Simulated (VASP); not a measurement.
# MgCd2Te3 (Immm) in VASP: further runs

The runs below take MgCd2Te3 through single point, with PBE.

Program: VASP 6.6.1. These are calculated values, not measurements. Logs are shortened: lines on timing, memory, paths and dates and some standing lists are left out, and cuts for length are marked.

## 1. The cell of the first run

It takes space group Immm (No. 71, orthorhombic). Conventional cell: a = 4.673 Å, b = 8.791 Å, c = 9.438 Å, α = 90.00°, β = 90.00°, γ = 90.00°. Within 3.7 Å of Mg (site symmetry mmm) lie 2 Cd at 2.84 Å and 4 Te at 2.90 Å. Within 3.8 Å of Cd (site symmetry mm2) lie 1 Mg at 2.84 Å and 4 Te at 3.00 to 3.27 Å and 1 Cd at 3.75 Å. Te (site symmetry m2m) has 2 Mg at 2.90 Å and 2 Cd at 3.27 Å and 3 Te at 3.44 to 3.55 Å within 3.8 Å. Te (site symmetry mmm) has 4 Cd at 3.00 Å and 4 Te at 3.55 Å within 3.9 Å.

The cell was generated, and may not be a known phase.

## 2. Single point, PBE

The input, INCAR:

```
PREC = Accurate ; ENCUT = 520
EDIFF = 1E-6 ; ISMEAR = 0
SIGMA = 0.1 ; LREAL = False
LASPH = True ; NELM = 80
ALGO = Normal ; ISIF = 2
LWAVE = False ; LCHARG = False
GGA = PE ; NBANDS = 31
```

The input, KPOINTS:

```
regular mesh
0
Gamma
  4 4 4
```

The input, POSCAR:

```
MgCd2Te3
1.0
   -4.7188892678      2.3362702791      4.3953791416
    4.7188892678     -2.3362702791      4.3953791416
    4.7188892678      2.3362702791     -4.3953791416
Mg Cd Te
1 2 3
Direct
    0.5000000000      0.5000000000      0.0000000000
    0.5000000000      0.8014356927      0.3014356927
    0.5000000000      0.1985643073      0.6985643073
    0.8043008572      0.3043008572      0.5000000000
    0.1956991428      0.6956991428      0.5000000000
    0.0000000000      0.0000000000      0.0000000000
```

Potentials or basis: VASP PAW PBE potentials, release 64 (Mg, Cd, Te).

Command:

```sh
> cat potpaw_PBE.64/Mg/POTCAR potpaw_PBE.64/Cd/POTCAR potpaw_PBE.64/Te/POTCAR > POTCAR
> mpirun -np 1 vasp_std > vasp.out
```

OUTCAR:

```text
PREC = Accurate
   ENCUT = 520
   EDIFF = 1E-6
   ISMEAR = 0
   LREAL = False
   LASPH = True
   NELM = 80
   ISIF = 2
   GGA = PE

 ion  position               nearest neighbor table
   1  0.500  0.500  0.000-   2 2.84   3 2.84   5 2.90   4 2.90   5 2.90   4 2.90
   2  0.500  0.801  0.301-   1 2.84   6 3.00   6 3.00   5 3.27   4 3.27   3 3.75
   3  0.500  0.199  0.699-   1 2.84   6 3.00   6 3.00   5 3.27   4 3.27   2 3.75
   4  0.804  0.304  0.500-   1 2.90   1 2.90   3 3.27   2 3.27   5 3.44   6 3.55   6 3.55
   5  0.196  0.696  0.500-   1 2.90   1 2.90   2 3.27   3 3.27   4 3.44   6 3.55   6 3.55
   6  0.000  0.000  0.000-   3 3.00   2 3.00   3 3.00   2 3.00   4 3.55   5 3.55   4 3.55   5 3.55

  LATTYP: Found a body centered orthorhombic cell.
 ALAT       =     4.6725405582
 B/A-ratio  =     1.8813658595
 C/A-ratio  =     2.0198387618

  Lattice vectors:

 A1 = (  -4.7188892678,  -2.3362702791,  -4.3953791416)
 A2 = (  -4.7188892678,   2.3362702791,   4.3953791416)
 A3 = (   4.7188892678,   2.3362702791,  -4.3953791416)

Analysis of symmetry for initial positions (statically):
=====================================================================
 Subroutine PRICEL returns:
 Original cell was already a primitive cell.

 Routine SETGRP: Setting up the symmetry group for a
 body centered orthorhombic supercell.

 Subroutine GETGRP returns: Found  8 space group operations
 (whereof  8 operations were pure point group operations)
 out of a pool of  8 trial point group operations.

The static configuration has the point symmetry D_2h.

Analysis of symmetry for dynamics (positions and initial velocities):
=====================================================================
 Subroutine PRICEL returns:
 Original cell was already a primitive cell.

 Routine SETGRP: Setting up the symmetry group for a
 body centered orthorhombic supercell.

 Subroutine GETGRP returns: Found  8 space group operations
 (whereof  8 operations were pure point group operations)
 out of a pool of  8 trial point group operations.

The dynamic configuration has the point symmetry D_2h.

 Subroutine INISYM returns: Found  8 space group operations
 (whereof  8 operations are pure point group operations),
 and found     1 'primitive' translations

----------------------------------------------------------------------------------------

                                     Primitive cell

  volume of cell :     193.8292

  direct lattice vectors                    reciprocal lattice vectors
    -4.718889268  2.336270279  4.395379142     0.000000000  0.214016334  0.113755829
     4.718889268 -2.336270279  4.395379142     0.105957138  0.000000000  0.113755829
     4.718889268  2.336270279 -4.395379142     0.105957138  0.214016334  0.000000000

  length of vectors
     6.858967308  6.858967308  6.858967308     0.242370336  0.155458367  0.238809351

  position of ions in fractional coordinates (direct lattice)
     0.500000000  0.500000000  0.000000000
     0.500000000  0.801435693  0.301435693
     0.500000000  0.198564307  0.698564307
     0.804300857  0.304300857  0.500000000
     0.195699143  0.695699143  0.500000000
     0.000000000  0.000000000  0.000000000

  ion indices of the primitive-cell ions
   primitive index   ion index
                 1           1
                 2           2
                 3           3
                 4           4
                 5           5
                 6           6

----------------------------------------------------------------------------------------

 KPOINTS: regular mesh

Automatic generation of k-mesh.
 Grid dimensions read from file:
 generate k-points for:    4    4    4

 Generating k-lattice:

  Cartesian coordinates                     Fractional coordinates (reciprocal lattice)
     0.000000000  0.053504083  0.028438957     0.250000000  0.000000000  0.000000000
     0.026489284  0.000000000  0.028438957     0.000000000  0.250000000 -0.000000000
     0.026489284  0.053504083  0.000000000     0.000000000 -0.000000000  0.250000000

  Length of vectors
     0.060592584  0.038864592  0.059702338

  Shift w.r.t. Gamma in fractional coordinates (k-lattice)
     0.000000000  0.000000000  0.000000000

 Subroutine IBZKPT returns following result:
 ===========================================

 Found     18 irreducible k-points:

 Following reciprocal coordinates:
            Coordinates               Weight
  0.000000  0.000000  0.000000      1.000000
  0.250000  0.000000  0.000000      4.000000
  0.500000  0.000000  0.000000      2.000000
  0.000000  0.250000 -0.000000      4.000000
  0.250000  0.250000  0.000000      8.000000
  0.500000  0.250000  0.000000      8.000000
[... 10 lines left out ...]
 -0.250000 -0.250000  0.250000      2.000000
  0.500000  0.500000  0.500000      1.000000
   k-points           NKPTS =     18   k-points in BZ     NKDIM =     18   number of bands    NBANDS=     31
   number of dos      NEDOS =    301   number of ions     NIONS =      6
   total plane-waves  NPLWV = 157464
   dimension x,y,z NGX =    54 NGY =   54 NGZ =   54
   dimension x,y,z NGXF=   108 NGYF=  108 NGZF=  108
   ions per type =               1   2   3
   NGX,Y,Z   is equivalent  to a cutoff of  13.09, 13.09, 13.09 a.u.
   NGXF,Y,Z  is equivalent  to a cutoff of  26.18, 26.18, 26.18 a.u.
 SYSTEM =  unknown system
   PREC   = accura    normal or accurate (medium, high low for compatibility)
   ISTART =      0    job   : 0-new  1-cont  2-samecut
   ICHARG =      2    charge: 1-file 2-atom 10-const
   ISPIN  =      1    spin polarized calculation?
   LNONCOLLINEAR =      F non collinear calculations
   LSORBIT =      F    spin-orbit coupling
   LASPH  =      T    aspherical Exc in radial PAW
   ENCUT  =  520.0 eV  38.22 Ry    6.18 a.u.  12.75 12.75 12.75*2*pi/ulx,y,z
   NELM   =     80;   NELMIN=  2; NELMDL= -5     # of ELM steps
   EDIFF  = 0.1E-05   stopping-criterion for ELM
   LREAL  =      F    real-space projection
   EDIFFG = 0.1E-04   stopping-criterion for IOM
   NSW    =      0    number of steps for IOM
   IBRION =     -1    ionic relax: 0-MD 1-quasi-New 2-CG
   NFREE  =      0    steps in history (QN), initial steepest desc. (CG)
   ISIF   =      2    stress and relaxation
   ISYM   =      2    0-nonsym 1-usesym 2-fastsym
   POTIM  = 0.5000    time-step for ionic-motion
   TEBEG  =    0.0;   TEEND  =   0.0 temperature during run
   PSTRESS=    0.0 pullay stress
   NELECT =      44.0000    total number of electrons
   NUPDOWN=      -1.0000    fix difference up-down
   EMIN   =  10.00;   EMAX   =-10.00  energy-range for DOS
   EFERMI =   0.00;   METHOD = LEGACY
   ISMEAR =     0;   SIGMA  =   0.10  broadening in eV -4-tet -1-fermi 0-gaus
   EFERMI_NEDOS =   21; number of points for ismear=-14 and -15
   IALGO  =     38    algorithm
   IMIX   =      4    mixing-type and parameters
     AMIX     =   0.40;   BMIX     =  1.00
     AMIX_MAG =   1.60;   BMIX_MAG =  1.00
  volume/ion in A,a.u.               =      32.30       218.00
  Fermi-wavevector in a.u.,A,eV,Ry     =   0.998664  1.887201 13.569491  0.997329
  Thomas-Fermi vector in A             =   2.130902
   LORBIT       =      0    0 simple, 1 ext, 2 COOP (PROOUT), +10 PAW based schemes
   GGA     = PE    functional components
   LHFCALC =     F    Hartree Fock is set to
   AEXX    =    0.0000 exact exchange contribution
   IVDW    =     0    specifies the selected vdW correction
   LEPSILON=     F    determine dielectric tensor
   LRPA    =     F    only Hartree local field effects (RPA)
 non-spin polarized calculation
 Gauss-broadening in eV      SIGMA  =   0.10
  energy-cutoff  :      520.00
  volume of cell :      193.83
 maximum number of plane-waves:      5246
 NGX is ok and might be reduce to    54
   NGX = 25   NGY = 25   NGZ = 25

 number of electron      44.0000004 magnetization

 Free energy of the ion-electron system (eV)
  ---------------------------------------------------
  ext. energy  EPLUGINS =         0.00000000
  ---------------------------------------------------
  free energy    TOTEN  =       -12.58499233 eV

  energy without entropy =      -12.57230789  energy(sigma->0) =      -12.57865011

 E-fermi :   3.0605     XC(G=0):  -8.7647

 val. band max:        3.0152692343   @ k =  -0.2500   0.2500   0.2500
 cond. band min:       3.0609229767   @ k =   0.5000   0.5000   0.0000
 fundamental gap:      0.0456537423
 Fermi energy:         3.0604804043

 k-point     1 :       0.0000    0.0000    0.0000
  band No.  band energies     occupation
      1      -8.7510      2.00000
      2      -7.3705      2.00000
      3      -7.3686      2.00000
      4      -5.4500      2.00000
      5      -5.3919      2.00000
      6      -5.2839      2.00000
[... 23 lines left out ...]
     30       9.0140      0.00000
     31       9.3756      0.00000

 k-point     2 :       0.2500    0.0000    0.0000
  band No.  band energies     occupation
      1      -8.4342      2.00000
      2      -7.7448      2.00000
      3      -7.1076      2.00000
      4      -5.4240      2.00000
      5      -5.3040      2.00000
      6      -5.2960      2.00000
[... 23 lines left out ...]
     30       8.3243      0.00000
     31       8.4527      0.00000

 k-point     3 :       0.5000    0.0000    0.0000
  band No.  band energies     occupation
      1      -7.9566      2.00000
      2      -7.8518      2.00000
      3      -7.2733      2.00000
      4      -5.4411      2.00000
      5      -5.3197      2.00000
      6      -5.2690      2.00000
[... 23 lines left out ...]
     30       8.7247      0.00000
     31       9.1501      0.00000

 k-point     4 :       0.0000    0.2500   -0.0000
  band No.  band energies     occupation
      1      -8.6522      2.00000
      2      -7.8035      2.00000
      3      -7.0042      2.00000
      4      -5.4458      2.00000
      5      -5.3906      2.00000
      6      -5.2847      2.00000
[... 431 lines left out ...]
     30       8.1014      0.00000
     31       8.2764      0.00000

 k-point    17 :      -0.2500   -0.2500    0.2500
  band No.  band energies     occupation
      1      -8.5011      2.00000
      2      -8.0702      2.00000
      3      -6.8518      2.00000
      4      -5.4441      2.00000
      5      -5.4006      2.00000
      6      -5.2802      2.00000
[... 23 lines left out ...]
     30       7.9327      0.00000
     31       8.3051      0.00000

 k-point    18 :       0.5000    0.5000    0.5000
  band No.  band energies     occupation
      1      -8.5865      2.00000
      2      -7.5116      2.00000
      3      -7.3851      2.00000
      4      -5.4383      2.00000
      5      -5.4115      2.00000
      6      -5.2770      2.00000
[... 23 lines left out ...]
     30       7.2088      0.00000
     31       8.4113      0.00000

------------------------ aborting loop because EDIFF is reached ----------------------------------------

  FORCE on cell =-STRESS in cart. coord.  units (eV):
  Direction    XX          YY          ZZ          XY          YZ          ZX
  --------------------------------------------------------------------------------------
  -------------------------------------------------------------------------------------
  Total        0.2251585      0.1955608     -0.1452449      0.0000000      0.0000000      0.0000000
  in kB        1.8611432      1.6164909     -1.2005829      0.0000000      0.0000000      0.0000000
  external PRESSURE =       0.7590171 kB  Pullay stress =       0.0000000 kB

 VOLUME and BASIS-vectors are now :
 -----------------------------------------------------------------------------
  energy-cutoff  :      520.00
  volume of cell :      193.83
      direct lattice vectors                 reciprocal lattice vectors
    -4.718889268  2.336270279  4.395379142     0.000000000  0.214016334  0.113755829
     4.718889268 -2.336270279  4.395379142     0.105957138  0.000000000  0.113755829
     4.718889268  2.336270279 -4.395379142     0.105957138  0.214016334  0.000000000

 POSITION                                       TOTAL-FORCE (eV/Angst)
 -----------------------------------------------------------------------------------
      0.00000      0.00000      4.39538        -0.000000     -0.000000      0.000000
      2.84488     -0.00000      4.39538        -0.012023     -0.000000      0.000000
      1.87401      2.33627      0.00000         0.012023     -0.000000      0.000000
      0.00000      2.33627      2.67504        -0.000000     -0.000000     -0.000598
      4.71889      0.00000      1.72034        -0.000000      0.000000      0.000598
      0.00000      0.00000      0.00000        -0.000000     -0.000000      0.000000
 -----------------------------------------------------------------------------------
    total drift:                               -0.000000      0.000000      0.000000

  FREE ENERGIE OF THE ION-ELECTRON SYSTEM (eV)
  ---------------------------------------------------
  free  energy   TOTEN  =       -12.5849923305 eV

  energy  without entropy=      -12.5723078902  energy(sigma->0) =      -12.57865011
```

Run time: 3.2 min. Hardware: 1 thread of Intel Xeon 6975P-C (Granite Rapids), shared host; peak memory 0.45 GiB.

What came out:

```
Free energy            : -12.5850 eV
Pressure               : 0.1 GPa
Largest force          : 0.012 eV/Å
Band gap on the k mesh : zero (bands 22 and 23 overlap by 0.47 eV)
```

Forces in eV/Å, atoms in the order of the input:
```
Mg   0.000  0.000  0.000
Cd  -0.012  0.000  0.000
Cd   0.012  0.000  0.000
Te   0.000  0.000 -0.001
Te   0.000  0.000  0.001
Te   0.000  0.000  0.000
```

Stress tensor (GPa, compression positive):
```
 0.19  0.00  0.00
 0.00  0.16  0.00
 0.00  0.00 -0.12
```

Levels at points of the mesh, in eV from the Fermi level:
```csv
k point,band 18,band 19,band 20,band 21,band 22,band 23,band 24,band 25,band 26,band 27
"(0.00, 0.00, 0.00)",-2.24,-2.03,-1.88,-1.32,-1.16,0.43,0.88,1.67,3.23,3.47
"(0.50, 0.00, 0.00)",-2.76,-2.33,-1.46,-1.37,-0.16,1.05,1.33,2.86,2.89,3.28
"(0.00, 0.50, 0.00)",-2.04,-1.62,-0.98,-0.67,-0.25,0.59,0.77,2.82,3.35,3.65
"(0.50, 0.50, 0.00)",-2.38,-1.39,-1.24,-0.86,-0.44,-0.39,0.00,2.77,3.29,3.99
"(0.50, 0.50, 0.50)",-1.08,-1.07,-0.87,-0.79,-0.41,0.71,1.47,1.87,2.96,3.36
```

Caveat: the k points lie up to 0.38 Å⁻¹ apart; semilocal functionals underestimate gaps, and a narrow one can read as zero; spin-orbit coupling is left out, which moves the levels of the heavy elements.

## 3. Single point, PBE

This run uses another cell than the first one, of 34.16 Å³/atom.

The input, INCAR:

```
PREC = Accurate
ENCUT = 520
EDIFF = 1E-6
ISMEAR = 0
SIGMA = 0.1
LREAL = F
LASPH = T
NELM = 60
ALGO = Normal
ISIF = 2
LWAVE = F
LCHARG = F
GGA = PE
NBANDS = 31
```

The input, KPOINTS:

```
Automatic mesh
0
Gamma
  4 4 4
```

The input, POSCAR:

```
MgCd2Te3
1.0
   -3.5287728300      3.7192421100      3.9041353800
    3.5287728300     -3.7192421100      3.9041353800
    3.5287728300      3.7192421100     -3.9041353800
Mg Cd Te
1 2 3
Direct
    0.5000000000      0.5000000000      0.0000000000
    0.5000000000      0.8495719700      0.3495719700
    0.5000000000      0.1504280300      0.6504280300
    0.6957947200      0.1957947200      0.5000000000
    0.3042052800      0.8042052800      0.5000000000
    0.0000000000      0.0000000000      0.0000000000
```

Potentials or basis: VASP PAW PBE potentials, release 64 (Mg, Cd, Te).

Command:

```sh
> cat potpaw_PBE.64/Mg/POTCAR potpaw_PBE.64/Cd/POTCAR potpaw_PBE.64/Te/POTCAR > POTCAR
> mpirun -np 1 vasp_std > vasp.out
```

It took 2.2 min on 1 thread of Intel Xeon 6975P-C (Granite Rapids), shared host; peak memory 0.38 GiB.

It converged, with:

```yaml
Free_energy: 30.0253 eV
Pressure: 77.8 GPa
Largest_force: 59.743 eV/Å
Band_gap_on_the_k_mesh: zero (bands 22 and 23 overlap by 0.53 eV)
```

Forces in eV/Å, atoms in the order of the input:
```
Mg    0.000   0.000   0.000
Cd  -50.397   0.000   0.000
Cd   50.397   0.000   0.000
Te    0.000   0.000  59.743
Te    0.000   0.000 -59.743
Te    0.000   0.000   0.000
```

Stress tensor (GPa, compression positive):
```
 94.35   0.00   0.00
  0.00  -0.74   0.00
  0.00   0.00 139.88
```

Levels at points of the mesh, in eV from the Fermi level:
```csv
k point,band 20,band 21,band 22,band 23,band 24,band 25
"(0.00, 0.00, 0.00)",-1.02,-0.69,-0.03,-0.01,1.50,1.63
"(0.50, 0.00, 0.00)",-0.71,-0.70,-0.47,0.14,2.59,2.81
"(0.00, 0.50, 0.00)",-0.91,-0.73,0.09,0.16,0.87,1.51
"(0.50, 0.50, 0.00)",-0.59,-0.27,0.03,0.23,0.23,1.96
"(0.50, 0.50, 0.50)",-0.96,-0.30,0.29,0.34,2.73,3.15
```

Caveat: atoms lie so close that the PAW spheres overlap strongly, which falsifies energies and pressures; the stress differs along the axes, from -1 to 140 GPa; semilocal functionals underestimate gaps, and a narrow one can read as zero; spin-orbit coupling is left out, which moves the levels of the heavy elements; forces of over 1 eV/Å act on the atoms, so gaps and moduli don't describe the material at rest.

The gap in the log of VASP goes by the Fermi energy; the results here count the filled bands.